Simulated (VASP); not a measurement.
Input of a VASP 6.6.1 run:

INCAR

```
PREC = Accurate ; ENCUT = 600
EDIFF = 1E-6 ; ISMEAR = -1
SIGMA = 0.1 ; LREAL = F
LASPH = T ; NELM = 100
ALGO = Normal ; ISIF = 3
LWAVE = F ; LCHARG = F
GGA = PS ; IBRION = 2
NSW = 100 ; EDIFFG = -0.002
```

The input KPOINTS:

```
Automatic mesh
0
Gamma
  12 12 12
```

File POSCAR:

```
InPd
1.0
    3.2718847800      0.0000000000      0.0000000000
    0.0000000000      3.2718847800      0.0000000000
    0.0000000000      0.0000000000      3.2718847800
In Pd
1 1
Direct
    0.0000000000      0.0000000000      0.0000000000
    0.5000000000      0.5000000000      0.5000000000
```

Potentials or basis: VASP PAW PBE potentials, release 64 (In_d, Pd).

The run is started by

```console
$ cat potpaw_PBE.64/In_d/POTCAR potpaw_PBE.64/Pd/POTCAR > POTCAR
$ mpirun -np 1 vasp_std > vasp.out
```

(1) Predict the relaxed volume.

(2) Predict the relaxed cell.

(3) What does it give for the band gap on the k mesh?

(4) What does it give for the space group after relaxing (to 0.1 Å)?

Answers

(1) 17.15 Å³/atom.

(2) a = 3.249 Å, b = 3.249 Å, c = 3.249 Å, α = 90.00°, β = 90.00°, γ = 90.00°.

(3) zero (an odd number of electrons rules out a gap without spin polarisation).

(4) Pm-3m (No. 221).

Caveat: the PAW data sets were made with another functional, which shifts forces and pressure a little; spin-orbit coupling is left out, which moves the levels of the heavy elements.
